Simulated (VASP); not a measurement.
# PtS2 (P-3m1) in VASP: notebook, part 2 of 2

VASP 6.6.1. Earlier steps stand in the parts before.

### 4 Single point, PBE (strained)

Contents of INCAR:

```
SYSTEM = PtS2
PREC = Accurate ; ENCUT = 520
EDIFF = 1E-7 ; ISMEAR = 0
SIGMA = 0.05 ; LREAL = .False.
LASPH = .True. ; NELM = 60
ALGO = Normal ; ISIF = 2
LWAVE = .False. ; LCHARG = .False.
GGA = PE ; NBANDS = 18
```

Contents of KPOINTS:

```
Automatic mesh
0
Gamma
  12 12 8
  0 0 0
```

Contents of POSCAR:

```
PtS2
1.0
    3.5571242497      0.0000000000      0.0000000000
   -1.7785621249      3.0805599647      0.0000000000
    0.0000000000      0.0000000000      5.3609304840
Pt S
1 2
Direct
    0.0000000000      0.0000000000      0.0000000000
    0.3333333333      0.6666666667      0.1892342983
    0.6666666667      0.3333333333      0.8107657017
```

Potentials or basis: VASP PAW PBE potentials, release 64 (Pt, S).

The run is started by

```
> cat potpaw_PBE.64/Pt/POTCAR potpaw_PBE.64/S/POTCAR > POTCAR
> mpirun -np 1 vasp_std > vasp.out
```

OUTCAR:

```text
SYSTEM = PtS2
   PREC = Accurate
   ENCUT = 520
   EDIFF = 1E-7
   ISMEAR = 0
   LREAL = .False.
   LASPH = .True.
   NELM = 60
   ISIF = 2
   GGA = PE

 ion  position               nearest neighbor table
   1  0.000  0.000  0.000-   2 2.29   3 2.29   3 2.29   2 2.29   3 2.29   2 2.29
   2  0.333  0.667  0.189-   1 2.29   1 2.29   1 2.29
   3  0.667  0.333  0.811-   1 2.29   1 2.29   1 2.29

  LATTYP: Found a hexagonal cell.
 ALAT       =     3.5571242497
 C/A-ratio  =     1.5070967747

  Lattice vectors:

 A1 = (   3.5571242497,   0.0000000000,   0.0000000000)
 A2 = (  -1.7785621249,   3.0805599647,   0.0000000000)
 A3 = (   0.0000000000,   0.0000000000,   5.3609304840)

Analysis of symmetry for initial positions (statically):
=====================================================================
 Subroutine PRICEL returns:
 Original cell was already a primitive cell.

 Routine SETGRP: Setting up the symmetry group for a
 hexagonal supercell.

 Subroutine GETGRP returns: Found 12 space group operations
 (whereof 12 operations were pure point group operations)
 out of a pool of 24 trial point group operations.

The static configuration has the point symmetry D_3d.

Analysis of symmetry for dynamics (positions and initial velocities):
=====================================================================
 Subroutine PRICEL returns:
 Original cell was already a primitive cell.

 Routine SETGRP: Setting up the symmetry group for a
 hexagonal supercell.

 Subroutine GETGRP returns: Found 12 space group operations
 (whereof 12 operations were pure point group operations)
 out of a pool of 24 trial point group operations.

The dynamic configuration has the point symmetry D_3d.

 Subroutine INISYM returns: Found 12 space group operations
 (whereof 12 operations are pure point group operations),
 and found     1 'primitive' translations

----------------------------------------------------------------------------------------

                                     Primitive cell

  volume of cell :      58.7447

  direct lattice vectors                    reciprocal lattice vectors
     3.557124250  0.000000000  0.000000000     0.281125969  0.162308154  0.000000000
    -1.778562125  3.080559965  0.000000000     0.000000000  0.324616307  0.000000000
     0.000000000  0.000000000  5.360930484     0.000000000  0.000000000  0.186534782

  length of vectors
     3.557124250  3.557124250  5.360930484     0.324616307  0.324616307  0.186534782

  position of ions in fractional coordinates (direct lattice)
     0.000000000  0.000000000  0.000000000
     0.333333333  0.666666667  0.189234298
     0.666666667  0.333333333  0.810765702

  ion indices of the primitive-cell ions
   primitive index   ion index
                 1           1
                 2           2
                 3           3

----------------------------------------------------------------------------------------

 KPOINTS: Automatic mesh

Automatic generation of k-mesh.
 Grid dimensions read from file:
 generate k-points for:   12   12    8

 Generating k-lattice:

  Cartesian coordinates                     Fractional coordinates (reciprocal lattice)
     0.023427164  0.013525679  0.000000000     0.083333333  0.000000000  0.000000000
     0.000000000  0.027051359  0.000000000     0.000000000  0.083333333  0.000000000
     0.000000000  0.000000000  0.023316848     0.000000000  0.000000000  0.125000000

  Length of vectors
     0.027051359  0.027051359  0.023316848

  Shift w.r.t. Gamma in fractional coordinates (k-lattice)
     0.000000000  0.000000000  0.000000000

 Subroutine IBZKPT returns following result:
 ===========================================

 Found    131 irreducible k-points:

 Following reciprocal coordinates:
            Coordinates               Weight
  0.000000  0.000000  0.000000      1.000000
  0.083333 -0.000000  0.000000      6.000000
  0.166667 -0.000000  0.000000      6.000000
  0.250000 -0.000000  0.000000      6.000000
  0.333333 -0.000000  0.000000      6.000000
  0.416667 -0.000000  0.000000      6.000000
[... 16 lines left out ...]
  0.166667 -0.000000  0.125000      6.000000
  0.000000  0.166667  0.125000      6.000000
 [... further k-points ...]
   k-points           NKPTS =    131   k-points in BZ     NKDIM =    131   number of bands    NBANDS=     18
   number of dos      NEDOS =    301   number of ions     NIONS =      3
   total plane-waves  NPLWV =  31360
   dimension x,y,z NGX =    28 NGY =   28 NGZ =   40
   dimension x,y,z NGXF=    56 NGYF=   56 NGZF=   80
   ions per type =               1   2
   NGX,Y,Z   is equivalent  to a cutoff of  13.09, 13.09, 12.40 a.u.
   NGXF,Y,Z  is equivalent  to a cutoff of  26.17, 26.17, 24.81 a.u.
 SYSTEM =  PtS2
   PREC   = accura    normal or accurate (medium, high low for compatibility)
   ISTART =      0    job   : 0-new  1-cont  2-samecut
   ICHARG =      2    charge: 1-file 2-atom 10-const
   ISPIN  =      1    spin polarized calculation?
   LNONCOLLINEAR =      F non collinear calculations
   LSORBIT =      F    spin-orbit coupling
   LASPH  =      T    aspherical Exc in radial PAW
   ENCUT  =  520.0 eV  38.22 Ry    6.18 a.u.   6.61  6.61  9.97*2*pi/ulx,y,z
   NELM   =     60;   NELMIN=  2; NELMDL= -5     # of ELM steps
   EDIFF  = 0.1E-06   stopping-criterion for ELM
   LREAL  =      F    real-space projection
   EDIFFG = 0.1E-05   stopping-criterion for IOM
   NSW    =      0    number of steps for IOM
   IBRION =     -1    ionic relax: 0-MD 1-quasi-New 2-CG
   NFREE  =      0    steps in history (QN), initial steepest desc. (CG)
   ISIF   =      2    stress and relaxation
   ISYM   =      2    0-nonsym 1-usesym 2-fastsym
   POTIM  = 0.5000    time-step for ionic-motion
   TEBEG  =    0.0;   TEEND  =   0.0 temperature during run
   PSTRESS=    0.0 pullay stress
   NELECT =      22.0000    total number of electrons
   NUPDOWN=      -1.0000    fix difference up-down
   EMIN   =  10.00;   EMAX   =-10.00  energy-range for DOS
   EFERMI =   0.00;   METHOD = LEGACY
   ISMEAR =     0;   SIGMA  =   0.05  broadening in eV -4-tet -1-fermi 0-gaus
   EFERMI_NEDOS =   21; number of points for ismear=-14 and -15
   IALGO  =     38    algorithm
   IMIX   =      4    mixing-type and parameters
     AMIX     =   0.40;   BMIX     =  1.00
     AMIX_MAG =   1.60;   BMIX_MAG =  1.00
  volume/ion in A,a.u.               =      19.58       132.14
  Fermi-wavevector in a.u.,A,eV,Ry     =   1.180029  2.229932 18.945691  1.392469
  Thomas-Fermi vector in A             =   2.316329
   LORBIT       =      0    0 simple, 1 ext, 2 COOP (PROOUT), +10 PAW based schemes
   GGA     = PE    functional components
   LHFCALC =     F    Hartree Fock is set to
   AEXX    =    0.0000 exact exchange contribution
   IVDW    =     0    specifies the selected vdW correction
   LEPSILON=     F    determine dielectric tensor
   LRPA    =     F    only Hartree local field effects (RPA)
 non-spin polarized calculation
 Gauss-broadening in eV      SIGMA  =   0.05
  energy-cutoff  :      520.00
  volume of cell :       58.74
 maximum number of plane-waves:      1610
 NGX is ok and might be reduce to    28
   NGX = 13   NGY = 13   NGZ = 19

 number of electron      21.9999999 magnetization

 Free energy of the ion-electron system (eV)
  ---------------------------------------------------
  ext. energy  EPLUGINS =         0.00000000
  ---------------------------------------------------
  free energy    TOTEN  =       -14.78505155 eV

  energy without entropy =      -14.78505155  energy(sigma->0) =      -14.78505155

 E-fermi :   6.1221     XC(G=0):  -9.9591

 val. band max:        5.8399983926   @ k =   0.1667   0.0833   0.0000
 cond. band min:       6.9578983987   @ k =   0.0000   0.2500   0.2500
 fundamental gap:      1.1179000062
 Fermi energy:         6.1220831335

 k-point     1 :       0.0000    0.0000    0.0000
  band No.  band energies     occupation
      1     -10.1919      2.00000
      2      -6.3712      2.00000
      3      -1.9202      2.00000
      4      -1.9202      2.00000
      5      -0.6729      2.00000
      6       1.6548      2.00000
[... 10 lines left out ...]
     17      13.5248      0.00000
     18      16.1593      0.00000
[... 466 lines left out ...]
      2      -6.7282      2.00000
      3      -1.6330      2.00000
      4      -1.5713      2.00000
      5      -0.2850      2.00000
      6       1.1075      2.00000
[... 10 lines left out ...]
     17      14.8943      0.00000
     18      15.7989      0.00000

 [... further k-points ...]

------------------------ aborting loop because EDIFF is reached ----------------------------------------

  FORCE on cell =-STRESS in cart. coord.  units (eV):
  Direction    XX          YY          ZZ          XY          YZ          ZX
  --------------------------------------------------------------------------------------
  -------------------------------------------------------------------------------------
  Total        7.8861903      7.8861903      6.4133866     -0.0000000      0.0000000     -0.0000000
  in kB      215.0844225    215.0844225    174.9158339     -0.0000000      0.0000000     -0.0000000
  external PRESSURE =     201.6948930 kB  Pullay stress =       0.0000000 kB

 VOLUME and BASIS-vectors are now :
 -----------------------------------------------------------------------------
  energy-cutoff  :      520.00
  volume of cell :       58.74
      direct lattice vectors                 reciprocal lattice vectors
     3.557124250  0.000000000  0.000000000     0.281125969  0.162308154  0.000000000
    -1.778562125  3.080559965  0.000000000     0.000000000  0.324616307  0.000000000
     0.000000000  0.000000000  5.360930484     0.000000000  0.000000000  0.186534782

 POSITION                                       TOTAL-FORCE (eV/Angst)
 -----------------------------------------------------------------------------------
      0.00000      0.00000      0.00000         0.000000      0.000000      0.000000
     -0.00000      2.05371      1.01447         0.000000     -0.000000      3.091618
      1.77856      1.02685      4.34646        -0.000000      0.000000     -3.091618
 -----------------------------------------------------------------------------------
    total drift:                               -0.000000      0.000000     -0.000000

  FREE ENERGIE OF THE ION-ELECTRON SYSTEM (eV)
  ---------------------------------------------------
  free  energy   TOTEN  =       -14.7850515524 eV

  energy  without entropy=      -14.7850515524  energy(sigma->0) =      -14.78505155
```

OSZICAR:

```text
N       E                     dE             d eps       ncg     rms          rms(c)
DAV:   1     0.119979230325E+03    0.11998E+03   -0.10347E+04  4740   0.108E+03
DAV:   2    -0.101280870128E+02   -0.13011E+03   -0.12547E+03  5762   0.224E+02
DAV:   3    -0.161828291632E+02   -0.60547E+01   -0.60164E+01  6020   0.495E+01
DAV:   4    -0.162563061230E+02   -0.73477E-01   -0.73430E-01  6152   0.588E+00
DAV:   5    -0.162576857647E+02   -0.13796E-02   -0.13795E-02  6050   0.783E-01    0.231E+01
DAV:   6    -0.149704250866E+02    0.12873E+01   -0.66611E+00  4956   0.244E+01    0.140E+01
DAV:   7    -0.148182028485E+02    0.15222E+00   -0.11362E+00  4952   0.104E+01    0.693E+00
DAV:   8    -0.147871192174E+02    0.31084E-01   -0.49970E-02  5206   0.198E+00    0.100E+00
DAV:   9    -0.147847527179E+02    0.23665E-02   -0.10718E-02  5530   0.959E-01    0.182E-01
DAV:  10    -0.147849507495E+02   -0.19803E-03   -0.81164E-04  5948   0.203E-01    0.149E-01
DAV:  11    -0.147850487286E+02   -0.97979E-04   -0.14131E-04  5370   0.907E-02    0.409E-02
DAV:  12    -0.147850513256E+02   -0.25970E-05   -0.49279E-05  5870   0.647E-02    0.250E-02
DAV:  13    -0.147850512150E+02    0.11052E-06   -0.61556E-06  5720   0.152E-02    0.407E-03
DAV:  14    -0.147850516461E+02   -0.43108E-06   -0.87785E-07  5642   0.562E-03    0.228E-03
DAV:  15    -0.147850515524E+02    0.93701E-07   -0.10582E-07  4322   0.209E-03
   1 F= -.14785052E+02 E0= -.14785052E+02  d E =-.562715E-17
```

stdout:

```text
POSCAR found type information on POSCAR PtS
 POSCAR found :  2 types and       3 ions
 scaLAPACK will be used
 LDA part: xc-table for (Slater+PW92), standard interpolation
 POSCAR, INCAR and KPOINTS ok, starting setup
 FFT: planning ... GRIDC
 FFT: planning ... GRID_SOFT
 FFT: planning ... GRID
 WAVECAR not read
 entering main loop
```

It took 70 s on 1 thread of Intel Xeon Platinum 8488C (Sapphire Rapids), shared host; peak memory 0.27 GiB.

Results:

* Free energy: -14.7851 eV
* Pressure: 20.2 GPa
* Largest force: 3.092 eV/Å
* Band gap on the k mesh: 1.12 eV (least direct gap 1.15 eV)

Forces on the atoms (eV/Å):
```
Pt   0.000  0.000  0.000
S    0.000  0.000  3.092
S    0.000  0.000 -3.092
```

Stress tensor (GPa, compression positive):
```
21.51  0.00  0.00
 0.00 21.51  0.00
 0.00  0.00 17.49
```

Caveat: the cell differs from its parent crystal (strained); the cell stands under pressure; spin-orbit coupling is left out, which moves the levels of the heavy elements; this functional lacks dispersion, which binds layers or chains, so the pressure and a relaxed spacing across them are unreliable; forces of over 1 eV/Å act on the atoms, so gaps and moduli don't describe the material at rest. A k mesh can miss the band edges.

### 5 Summary

```csv
cell,gap on the mesh (eV),pressure (GPa),largest force (eV/Å)
"a = 3.434, b = 3.434, c = 5.035 Å, angles 90.0, 90.0, 120.0°, 3 atoms, atomic positions A",1.12,34.1,3.57
"a = 3.601, b = 3.601, c = 4.668 Å, angles 90.0, 90.0, 120.0°, 3 atoms, atomic positions B",none,-9.5,2.41
"a = 3.557, b = 3.557, c = 5.361 Å, angles 90.0, 90.0, 120.0°, 3 atoms, atomic positions C",1.12,20.2,3.09
```

Alike in all rows: task single point; level PBE; potentials or basis VASP PAW PBE potentials, release 64 (Pt, S); no spin polarisation; k mesh 12 × 12 × 8; cutoff (eV) 520; smearing gaussian 0.05 eV.

Caveats: spin-orbit coupling is left out, which moves the levels of the heavy elements; forces of over 1 eV/Å act on the atoms, so gaps and moduli don't describe the material at rest; this functional lacks dispersion, which binds layers or chains, so the pressure and a relaxed spacing across them are unreliable (at least some runs); the stress differs along the axes, from 26 to 38 GPa (at least some runs); the cell stands under tension (at least some runs); the cell stands under pressure (at least some runs).

Absolute energies hang on the potentials; compare differences alone.
